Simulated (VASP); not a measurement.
# CuAu in VASP: a series of runs

The runs below take CuAu through single point, with PBEsol, PBE.

All numbers are computed with VASP 6.6.1; they aren't measurements. Logs are shortened: lines on timing, memory, paths and dates and some standing lists are left out, and cuts for length are marked.

## 1. The cell of the first run

Symmetry: P4/mmm, No. 123, tetragonal system. Conventional cell: a = 2.866 Å, b = 2.866 Å, c = 3.757 Å, α = 90.00°, β = 90.00°, γ = 90.00°. Au (site symmetry 4/mmm) has 8 Cu at 2.76 Å and 4 Au at 2.87 Å within 3.6 Å. Within 3.6 Å of Cu (site symmetry 4/mmm) lie 8 Au at 2.76 Å and 4 Cu at 2.87 Å.

## 2. Single point, PBEsol (volume scaled by 1.06)

The input, INCAR:

```
PREC = Accurate ; ENCUT = 520
EDIFF = 1E-6 ; ISMEAR = -1
SIGMA = 0.05 ; LREAL = False
LASPH = True ; NELM = 60
ALGO = Fast ; ISIF = 2
LWAVE = False ; LCHARG = True
GGA = PS ; LELF = True
LVHAR = True ; NBANDS = 18
```

The input, KPOINTS:

```
Automatic mesh
0
Gamma
  9 9 7
```

The input, POSCAR:

```
CuAu
1.0
    2.8658761851      0.0000000000      0.0000000000
    0.0000000000      2.8658761851      0.0000000000
    0.0000000000      0.0000000000      3.7572732506
Au Cu
1 1
Direct
    0.0000000000      0.0000000000      0.0000000000
    0.5000000000      0.5000000000      0.5000000000
```

Potentials or basis: VASP PAW PBE potentials, release 64 (Au, Cu).

Launch:

```sh
> cat potpaw_PBE.64/Au/POTCAR potpaw_PBE.64/Cu/POTCAR > POTCAR
> mpirun -np 1 vasp_std > vasp.out
```

OUTCAR:

```text
PREC = Accurate
   ENCUT = 520
   EDIFF = 1E-6
   ISMEAR = -1
   LREAL = False
   LASPH = True
   NELM = 60
   ISIF = 2
   GGA = PS

 ion  position               nearest neighbor table
   1  0.000  0.000  0.000-   2 2.76   2 2.76   2 2.76   2 2.76   2 2.76   2 2.76   2 2.76   2 2.76

   2  0.500  0.500  0.500-   1 2.76   1 2.76   1 2.76   1 2.76   1 2.76   1 2.76   1 2.76   1 2.76

  LATTYP: Found a simple tetragonal cell.
 ALAT       =     2.8658761851
 C/A-ratio  =     1.3110382333

  Lattice vectors:

 A1 = (   2.8658761851,   0.0000000000,   0.0000000000)
 A2 = (   0.0000000000,   2.8658761851,   0.0000000000)
 A3 = (   0.0000000000,   0.0000000000,   3.7572732506)

Analysis of symmetry for initial positions (statically):
=====================================================================
 Subroutine PRICEL returns:
 Original cell was already a primitive cell.

 Routine SETGRP: Setting up the symmetry group for a
 simple tetragonal supercell.

 Subroutine GETGRP returns: Found 16 space group operations
 (whereof 16 operations were pure point group operations)
 out of a pool of 16 trial point group operations.

The static configuration has the point symmetry D_4h.

Analysis of symmetry for dynamics (positions and initial velocities):
=====================================================================
 Subroutine PRICEL returns:
 Original cell was already a primitive cell.

 Routine SETGRP: Setting up the symmetry group for a
 simple tetragonal supercell.

 Subroutine GETGRP returns: Found 16 space group operations
 (whereof 16 operations were pure point group operations)
 out of a pool of 16 trial point group operations.

The dynamic configuration has the point symmetry D_4h.

 Subroutine INISYM returns: Found 16 space group operations
 (whereof 16 operations are pure point group operations),
 and found     1 'primitive' translations

----------------------------------------------------------------------------------------

                                     Primitive cell

  volume of cell :      30.8594

  direct lattice vectors                    reciprocal lattice vectors
     2.865876185  0.000000000  0.000000000     0.348933427  0.000000000  0.000000000
[... 75 lines left out ...]
   NGXF,Y,Z  is equivalent  to a cutoff of  27.84, 27.84, 24.78 a.u.
 SYSTEM =  unknown system
   PREC   = accura    normal or accurate (medium, high low for compatibility)
   ISTART =      0    job   : 0-new  1-cont  2-samecut
   ICHARG =      2    charge: 1-file 2-atom 10-const
   ISPIN  =      1    spin polarized calculation?
   LNONCOLLINEAR =      F non collinear calculations
   LSORBIT =      F    spin-orbit coupling
   LASPH  =      T    aspherical Exc in radial PAW
   ENCUT  =  520.0 eV  38.22 Ry    6.18 a.u.   5.33  5.33  6.99*2*pi/ulx,y,z
   NELM   =     60;   NELMIN=  2; NELMDL= -5     # of ELM steps
   EDIFF  = 0.1E-05   stopping-criterion for ELM
   LREAL  =      F    real-space projection
   EDIFFG = 0.1E-04   stopping-criterion for IOM
   NSW    =      0    number of steps for IOM
   IBRION =     -1    ionic relax: 0-MD 1-quasi-New 2-CG
   NFREE  =      0    steps in history (QN), initial steepest desc. (CG)
   ISIF   =      2    stress and relaxation
   ISYM   =      2    0-nonsym 1-usesym 2-fastsym
   POTIM  = 0.5000    time-step for ionic-motion
   TEBEG  =    0.0;   TEEND  =   0.0 temperature during run
   PSTRESS=    0.0 pullay stress
   NELECT =      22.0000    total number of electrons
   NUPDOWN=      -1.0000    fix difference up-down
   EMIN   =  10.00;   EMAX   =-10.00  energy-range for DOS
   EFERMI =   0.00;   METHOD = LEGACY
   ISMEAR =    -1;   SIGMA  =   0.05  broadening in eV -4-tet -1-fermi 0-gaus
   EFERMI_NEDOS =   21; number of points for ismear=-14 and -15
   IALGO  =     68    algorithm
   IMIX   =      4    mixing-type and parameters
     AMIX     =   0.40;   BMIX     =  1.00
     AMIX_MAG =   1.60;   BMIX_MAG =  1.00
  volume/ion in A,a.u.               =      15.43       104.12
  Fermi-wavevector in a.u.,A,eV,Ry     =   1.462468  2.763665 29.100332  2.138814
  Thomas-Fermi vector in A             =   2.578678
   LORBIT       =      0    0 simple, 1 ext, 2 COOP (PROOUT), +10 PAW based schemes
   GGA     = PS    functional components
   LHFCALC =     F    Hartree Fock is set to
   AEXX    =    0.0000 exact exchange contribution
   IVDW    =     0    specifies the selected vdW correction
   LEPSILON=     F    determine dielectric tensor
   LRPA    =     F    only Hartree local field effects (RPA)
 non-spin polarized calculation
 RMM-DIIS sequential band-by-band and
  energy-cutoff  :      520.00
  volume of cell :       30.86
 maximum number of plane-waves:       842
 NGX is ok and might be reduce to    24
   NGX = 11   NGY = 11   NGZ = 13

 number of electron      22.0000003 magnetization

 Free energy of the ion-electron system (eV)
  ---------------------------------------------------
  ext. energy  EPLUGINS =         0.00000000
  ---------------------------------------------------
  free energy    TOTEN  =        -8.28091560 eV

  energy without entropy =       -8.27660288  energy(sigma->0) =       -8.27875924

 E-fermi :   7.6632     XC(G=0): -12.4966

 val. band max:        7.6431220533   @ k =   0.4444   0.4444   0.0000
 cond. band min:       7.6836908384   @ k =   0.3333   0.1111   0.4286
 fundamental gap:      0.0405687851
 Fermi energy:         7.6632134001

 k-point     1 :       0.0000    0.0000    0.0000
  band No.  band energies     occupation
      1      -1.5814      2.00000
      2       1.5430      2.00000
      3       1.6970      2.00000
      4       3.8772      2.00000
      5       3.8772      2.00000
      6       4.8409      2.00000
[... 481 lines left out ...]
      5       3.8912      2.00000
      6       4.4595      2.00000
[... 10 lines left out ...]
     17      22.0956      0.00000
     18      22.9308      0.00000

 [... further k-points ...]
[... 5 lines left out ...]
  --------------------------------------------------------------------------------------
  -------------------------------------------------------------------------------------
  Total       -2.2359479     -2.2359479     -2.1418793      0.0000000      0.0000000      0.0000000
  in kB     -116.0872811   -116.0872811   -111.2033678      0.0000000      0.0000000      0.0000000
  external PRESSURE =    -114.4593100 kB  Pullay stress =       0.0000000 kB

 VOLUME and BASIS-vectors are now :
 -----------------------------------------------------------------------------
  energy-cutoff  :      520.00
  volume of cell :       30.86
      direct lattice vectors                 reciprocal lattice vectors
     2.865876185  0.000000000  0.000000000     0.348933427  0.000000000  0.000000000
     0.000000000  2.865876185  0.000000000     0.000000000  0.348933427  0.000000000
     0.000000000  0.000000000  3.757273251     0.000000000  0.000000000  0.266150459

 POSITION                                       TOTAL-FORCE (eV/Angst)
 -----------------------------------------------------------------------------------
      0.00000      0.00000      0.00000         0.000000      0.000000      0.000000
      1.43294      1.43294      1.87864         0.000000      0.000000      0.000000
 -----------------------------------------------------------------------------------
    total drift:                                0.000000      0.000000     -0.000000

  FREE ENERGIE OF THE ION-ELECTRON SYSTEM (eV)
  ---------------------------------------------------
  free  energy   TOTEN  =        -8.2809155951 eV

  energy  without entropy=       -8.2766028828  energy(sigma->0) =       -8.27875924
```

OSZICAR:

```text
N       E                     dE             d eps       ncg     rms          rms(c)
DAV:   1     0.126779377918E+03    0.12678E+03   -0.10831E+04  2328   0.167E+03
DAV:   2    -0.441255342909E+01   -0.13119E+03   -0.12280E+03  2190   0.292E+02
DAV:   3    -0.939898268590E+01   -0.49864E+01   -0.48907E+01  2570   0.676E+01
DAV:   4    -0.946897555756E+01   -0.69993E-01   -0.69933E-01  2744   0.663E+00
DAV:   5    -0.947068202968E+01   -0.17065E-02   -0.17064E-02  2802   0.106E+00    0.111E+01
RMM:   6    -0.893881232813E+01    0.53187E+00   -0.64402E+00  2499   0.406E+01    0.635E+00
RMM:   7    -0.832329968361E+01    0.61551E+00   -0.22117E+00  2479   0.218E+01    0.471E+00
RMM:   8    -0.828467280532E+01    0.38627E-01   -0.18547E-01  2570   0.497E+00    0.219E+00
RMM:   9    -0.829524061481E+01   -0.10568E-01   -0.83862E-02  2593   0.504E+00    0.114E+00
RMM:  10    -0.828125575611E+01    0.13985E-01   -0.56181E-02  2671   0.337E+00    0.295E-01
RMM:  11    -0.828115727402E+01    0.98482E-04   -0.65920E-03  2932   0.828E-01    0.212E-01
RMM:  12    -0.828119679697E+01   -0.39523E-04   -0.10917E-03  2821   0.313E-01    0.140E-01
RMM:  13    -0.828091395407E+01    0.28284E-03   -0.53881E-04  2629   0.345E-01    0.543E-02
RMM:  14    -0.828091416085E+01   -0.20678E-06   -0.14358E-04  2818   0.108E-01    0.921E-03
RMM:  15    -0.828091522362E+01   -0.10628E-05   -0.18971E-05  2913   0.479E-02    0.550E-03
RMM:  16    -0.828091559507E+01   -0.37146E-06   -0.40238E-06  1792   0.155E-02
   1 F= -.82809156E+01 E0= -.82787592E+01  d E =-.431271E-02
```

Run time: 33 s. Hardware: 1 thread of AMD EPYC 7R13 (Zen 3), shared host; peak memory 0.13 GiB.

What came out:

```yaml
Free_energy: -8.2809 eV
Pressure: -11.4 GPa
Band_gap_on_the_k_mesh: zero (band 11 reaches 10.96 eV, above the bottom of band 12 at 5.87 eV)
```

Stress tensor (GPa, compression positive):
```
-11.61   0.00   0.00
  0.00 -11.61   0.00
  0.00   0.00 -11.12
```

Caveat: the cell differs from its parent crystal (volume scaled by 1.06); the PAW data sets were made with another functional, which shifts forces and pressure a little; spin-orbit coupling is left out, which moves the levels of the heavy elements.

## 3. Single point, PBE (atoms moved at random)

The input, INCAR:

```
PREC = Accurate ; ENCUT = 520
EDIFF = 1E-6 ; ISMEAR = -1
SIGMA = 0.05 ; LREAL = F
LASPH = T ; NELM = 60
ALGO = Fast ; ISIF = 2
LWAVE = F ; LCHARG = T
GGA = PE ; LELF = T
LVHAR = T ; NBANDS = 18
```

KPOINTS is that of step 2.

The input, POSCAR:

```
CuAu
1.0
    2.8107494552      0.0000000000      0.0000000000
    0.0000000000      2.8107494552      0.0000000000
    0.0000000000      0.0000000000      3.6850000000
Au Cu
1 1
Direct
   -0.0070600000      0.0031540000     -0.0155730000
    0.4965640000      0.4897100000      0.4947630000
```

Potentials or basis: VASP PAW PBE potentials, release 64 (Au, Cu).

Launch:

```sh
> cat potpaw_PBE.64/Au/POTCAR potpaw_PBE.64/Cu/POTCAR > POTCAR
> mpirun -np 1 vasp_std > vasp.out
```

It used 210 s of CPU time on 1 thread of AMD EPYC 7R13 Processor (Zen 3), with other jobs on the host.

The run converged. Its results:

```
Free energy            : -7.0584 eV
Pressure               : 4.9 GPa
Largest force          : 0.305 eV/Å
Band gap on the k mesh : zero (band 11 reaches 12.19 eV, above the bottom of band 12 at 6.78 eV)
```

Forces in eV/Å, atoms in the order of the input:
```
Au   0.036 -0.135  0.271
Cu  -0.036  0.135 -0.271
```

Stress tensor (GPa, compression positive):
```
 5.14 -0.02  0.05
-0.02  5.09 -0.17
 0.05 -0.17  4.56
```

Levels at points of the mesh, in eV from the Fermi level:
```
           k point  band 9  band 10  band 11  band 12  band 13  band 14
(0.00, 0.00, 0.00)   -1.67    -1.45    -1.44     2.14     8.05    10.06
```

Caveat: the cell differs from its parent crystal (atoms moved at random); spin-orbit coupling is left out, which moves the levels of the heavy elements.

## 4. Single point, PBE

This run uses another cell than the first one, of 14.85 Å³/atom, 0.962 times its volume.

The input, INCAR:

```
SYSTEM = CuAu
PREC     = Accurate       ! precision mode
ENCUT    = 520            ! plane-wave cutoff, eV
EDIFF    = 1E-6           ! SCF threshold, eV
ISMEAR   = -1             ! smearing method
SIGMA    = 0.05           ! smearing width, eV
LREAL    = .FALSE.        ! projectors in reciprocal space
LASPH    = .TRUE.         ! aspherical terms in the spheres
NELM     = 80             ! most SCF steps
ALGO     = Normal         ! electronic algorithm
ISIF     = 2              ! what is computed and relaxed
LWAVE    = .FALSE.        ! write WAVECAR
LCHARG   = .FALSE.        ! write CHGCAR
GGA      = PE             ! functional
NBANDS   = 18             ! bands
```

The input, KPOINTS:

```
regular mesh
0
G
  9 9 7
  0 0 0
```

The input, POSCAR:

```
CuAu
1.0
    2.8669644443      0.0000000000      0.0000000000
    0.0000000000      2.8107494552      0.0000000000
    0.0000000000      0.0000000000      3.6850000000
Au Cu
1 1
Direct
    0.0000000000      0.0000000000      0.0000000000
    0.5000000000      0.5000000000      0.5000000000
```

Launch:

```sh
> cat potpaw_PBE.64/Au/POTCAR potpaw_PBE.64/Cu/POTCAR > POTCAR
> mpirun -np 1 vasp_std > vasp.out
```

Run time: 1.8 min. Hardware: 1 thread of AMD EPYC 7R13, shared host; peak memory 0.16 GiB.

Results (log left out):

```
Free energy            : -7.0748 eV
Pressure               : 1.3 GPa
Band gap on the k mesh : zero (band 11 reaches 11.83 eV, above the bottom of band 12 at 6.51 eV)
```

Stress tensor (GPa, compression positive):
```
-0.08  0.00  0.00
 0.00  2.64  0.00
 0.00  0.00  1.40
```

Levels at points of the mesh, in eV from the Fermi level:
```csv
k point,band 9,band 10,band 11,band 12,band 13,band 14
"(0.00, 0.00, 0.00)",-1.66,-1.46,-1.44,2.28,8.03,9.47
```

Caveat: spin-orbit coupling is left out, which moves the levels of the heavy elements.

## 5. Overview

| level | cell | gap on the mesh (eV) | pressure (GPa) |
| --- | --- | --- | --- |
| PBEsol | a = 2.866, b = 2.866, c = 3.757 Å, 2 atoms | none | -11.4 |
| PBE | a = 2.811, b = 2.811, c = 3.685 Å, 2 atoms | none | 4.9 |
| PBE | a = 2.867, b = 2.811, c = 3.685 Å, 2 atoms | none | 1.3 |

Alike in all rows: task single point; potentials or basis VASP PAW PBE potentials, release 64 (Au, Cu); no spin polarisation; k mesh 9 × 9 × 7; cutoff (eV) 520; smearing fermi-dirac 0.05 eV.

Caveats: spin-orbit coupling is left out, which moves the levels of the heavy elements; the PAW data sets were made with another functional, which shifts forces and pressure a little (some runs).

Total energies depend on the potentials used, so only differences within one code and one set of settings carry meaning.
